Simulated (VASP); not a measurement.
# CdS (Hawleyite) (F-43m) in VASP: settings compared, part 2 of 2

VASP 6.6.1. The steps go on from the part before.

### Step 5. Relaxation of cell and atoms, LDA

This run uses another cell than the first one, of 24.81 Å³/atom, 1.004 times its volume.

File INCAR:

```
  PREC = Accurate
  ENCUT = 600
  EDIFF = 1E-6
  ISMEAR = -1
  SIGMA = 0.05
  LREAL = False
  LASPH = True
  NELM = 80
  ALGO = Normal
  ISIF = 3
  LWAVE = False
  LCHARG = False
  IBRION = 2
  NSW = 60
  EDIFFG = -0.01
```

File KPOINTS:

```
regular mesh
0
Gamma
  8 8 8
```

File POSCAR:

```
CdS
1.0
    0.0000000000      2.9165000000      2.9165000000
    2.9165000000      0.0000000000      2.9165000000
    2.9165000000      2.9165000000      0.0000000000
Cd S
1 1
Direct
    0.0000000000      0.0000000000      0.0000000000
    0.7500000000      0.7500000000      0.7500000000
```

Potentials or basis: VASP PAW LDA potentials, release 64 (Cd, S).

On the command line:

```sh
$ cat potpaw_LDA.64/Cd/POTCAR potpaw_LDA.64/S/POTCAR > POTCAR
$ mpirun -np 1 vasp_std > vasp.out
```

OUTCAR:

```text
PREC = Accurate
   ENCUT = 600
   EDIFF = 1E-6
   ISMEAR = -1
   LREAL = False
   LASPH = True
   NELM = 80
   ISIF = 3
   IBRION = 2
   NSW = 60
   EDIFFG = -0.01

 ion  position               nearest neighbor table
   1  0.000  0.000  0.000-   2 2.53   2 2.53   2 2.53   2 2.53
   2  0.750  0.750  0.750-   1 2.53   1 2.53   1 2.53   1 2.53

  LATTYP: Found a face centered cubic cell.
 ALAT       =     5.8330000000

  Lattice vectors:

 A1 = (   0.0000000000,   2.9165000000,   2.9165000000)
 A2 = (   2.9165000000,   0.0000000000,   2.9165000000)
 A3 = (   2.9165000000,   2.9165000000,   0.0000000000)

Analysis of symmetry for initial positions (statically):
=====================================================================
 Subroutine PRICEL returns:
 Original cell was already a primitive cell.

[... 257 lines left out ...]
 Fermi energy:         1.9324443250

 k-point     1 :       0.0000    0.0000    0.0000
  band No.  band energies     occupation
      1     -11.1465      2.00000
      2      -6.4915      2.00000
      3      -6.4915      2.00000
      4      -6.4915      2.00000
      5      -5.9617      2.00000
      6      -5.9617      2.00000
      7       1.4149      1.99994
      8       1.4149      1.99994
      9       1.4149      1.99994
     10       2.3764      0.00028
     11       7.7668      0.00000
     12       7.7668      0.00000
     13       7.7668      0.00000
[... 354 lines left out ...]
  band No.  band energies     occupation
      1     -10.5998      2.00000
      2      -6.3154      2.00000
      3      -6.2703      2.00000
      4      -5.9950      2.00000
      5      -5.9330      2.00000
      6      -5.4187      2.00000
      7      -2.9895      2.00000
      8      -0.6854      2.00000
      9       0.0859      2.00000
     10       5.7009      0.00000
     11       7.0133      0.00000
     12       8.5142      0.00000
     13       9.6602      0.00000

 [... further k-points ...]
[... 5 lines left out ...]
  --------------------------------------------------------------------------------------
  -------------------------------------------------------------------------------------
  Total       -0.0051563     -0.0051563     -0.0051563      0.0000000     -0.0000000      0.0000000
  in kB       -0.1719510     -0.1719510     -0.1719510      0.0000000     -0.0000000      0.0000000
  external PRESSURE =      -0.1719510 kB  Pullay stress =       0.0000000 kB
[... 17 lines left out ...]
  FREE ENERGIE OF THE ION-ELECTRON SYSTEM (eV)
  ---------------------------------------------------
  free  energy   TOTEN  =        -7.4078656318 eV

  energy  without entropy=       -7.4078650296  energy(sigma->0) =       -7.40786533

 reached required accuracy - stopping structural energy minimisation
```

CONTCAR:

```text
CdS
   1.00000000000000
     0.0000000000000000    2.8853951748400926    2.8853951748400926
     2.8853951748400926    0.0000000000000000    2.8853951748400926
     2.8853951748400926    2.8853951748400926    0.0000000000000000
  Cd              S
     1     1
Direct
     0.0000000000000000    0.0000000000000000    0.0000000000000000
     0.7500000000000000    0.7500000000000000    0.7500000000000000

  0.00000000E+00  0.00000000E+00  0.00000000E+00
  0.00000000E+00  0.00000000E+00  0.00000000E+00
```

Run time: 78 s. Hardware: 1 thread of AMD EPYC 7R43 (Zen 3), shared host; peak memory 0.16 GiB.

Results:

```yaml
Free_energy: -7.4079 eV
Relaxed_volume: 24.02 Å³/atom
Relaxed_cell: a = 4.081 Å, b = 4.081 Å, c = 4.081 Å, α = 60.00°, β = 60.00°, γ = 60.00°
Space_group_after_relaxing_to_0.05_Å: F-43m (No. 216)
Energy_gained_by_relaxing: 5.1 meV/atom
Ionic_steps: 3
Pressure_after_relaxing: 0.0 GPa
Band_gap_on_the_k_mesh: 0.96 eV, direct
```

Step by step:
```csv
step,energy change (eV),largest force (eV/Å),pressure (GPa),volume (Å³)
1,0.0000,0.0000,-2.02,49.62
2,-0.0083,0.0000,0.91,47.41
3,-0.0102,0.0000,-0.02,48.04
```

Final structure:
```
Cd S
1.0
     0.00000    2.88540    2.88540
     2.88540    0.00000    2.88540
     2.88540    2.88540    0.00000
Cd S
1 1
Direct
  0.00000 0.00000 0.00000
  0.75000 0.75000 0.75000
```

A hybrid or GW would open this gap; LDA tends to underestimate it. LDA usually gives volumes a few per cent too small.

### Step 6. Single point, PBE, non-collinear spin, zero start, spin-orbit coupling

This run uses another cell than the first one, of 24.81 Å³/atom, 1.004 times its volume.

File INCAR:

```
PREC = Accurate ; ENCUT = 520
EDIFF = 1E-6 ; ISMEAR = -1
SIGMA = 0.05 ; LREAL = F
LASPH = T ; NELM = 150
ALGO = Normal ; ISIF = 2
LWAVE = F ; LCHARG = F
MAGMOM = 0 0 0 0 0 0 ; LORBIT = 11
LSORBIT = T ; GGA_COMPAT = F
LORBMOM = T ; GGA = PE
NBANDS = 30
```

File KPOINTS:

```
Automatic mesh
0
Gamma
  6 6 6
```

POSCAR is that of step 5.

Potentials or basis: VASP PAW PBE potentials, release 64 (Cd, S).

On the command line:

```sh
$ cat potpaw_PBE.64/Cd/POTCAR potpaw_PBE.64/S/POTCAR > POTCAR
$ mpirun -np 1 vasp_ncl > vasp.out
```

Run time: 1.9 min. Hardware: 1 thread of AMD EPYC 7R43 (Zen 3), shared host; peak memory 0.28 GiB.

Results (log left out):

- Free energy: -6.1485 eV
- Pressure: 3.2 GPa
- Net moment: 0.00 μB per cell
- Valence electrons inside the program's atomic spheres: Cd 10.32; S 3.73

Moments on the atoms (μB; x, y, z):
```
Cd  0.00 0.00 0.00
S   0.00 0.00 0.00
```

### Step 7. Overview

```tsv
task	level	potentials or basis	spin	cell	k mesh	cutoff (eV)	gap on the mesh (eV)	pressure (GPa)	relaxed volume (Å³/atom)
single point	PBEsol	VASP PAW PBE potentials, release 64 (Cd, S)	off	a = 4.119 Å, angles 60.0°, 2 atoms	8 × 8 × 8	520	1.02	0.4	-
single point	PBE	VASP PAW PBE potentials, release 64 (Cd, S)	off	a = 4.191 Å, angles 60.0°, 2 atoms	8 × 8 × 8	520	1.04	0.3	-
relaxation of cell and atoms	PBE	VASP PAW PBE potentials, release 64 (Cd, S)	off	relaxed from a = 4.125 Å, angles 60.0°, 2 atoms	8 × 8 × 8	600	1.03	0.0	26.15
relaxation of cell and atoms	LDA	VASP PAW LDA potentials, release 64 (Cd, S)	off	relaxed from a = 4.125 Å, angles 60.0°, 2 atoms	8 × 8 × 8	600	0.96	0.0	24.02
single point	PBE	VASP PAW PBE potentials, release 64 (Cd, S)	non-collinear, zero start, SOC	a = 4.125 Å, angles 60.0°, 2 atoms	6 × 6 × 6	520	-	3.2	-
```

Alike in all rows: smearing fermi-dirac 0.05 eV.

Caveats: the PAW data sets were made with another functional, which shifts forces and pressure a little (some runs).

Absolute energies hang on the potentials; compare differences alone.
